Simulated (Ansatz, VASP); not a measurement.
Bi in VASP and in Ansatz

```
Bi
1.0
    -1.89411    1.89411    2.04109
     1.89411   -1.89411    2.04109
     1.89411    1.89411   -2.04109
Bi
1
Cartesian
  0.0000 0.0000 0.0000
```

Alike in both runs: task single point; functional PBE; dispersion D3(BJ); k mesh 18 × 18 × 18; occupations gaussian, width 0.15 eV; no spin polarisation.

```csv
,VASP,Ansatz
version,VASP 6.6.1,Ansatz 0.2.0
potentials or method,"VASP PAW PBE potentials, release 64 (Bi_d), cutoff 520 eV","scalar-relativistic, plane waves, PAW"
valence electrons in the cell,15,15
```

```tsv
	VASP	Ansatz	Ansatz less VASP
gap on the k mesh at the Fermi level (eV)	none	none	-
pressure (GPa)	1.8	1.9	+0.04
traceless stress, the component that is largest in VASP (GPa)	-0.67	-0.68	-0.006
```

A gap of «none» marks a metal or a gap that the smearing closes.

Spin-orbit coupling is off throughout.
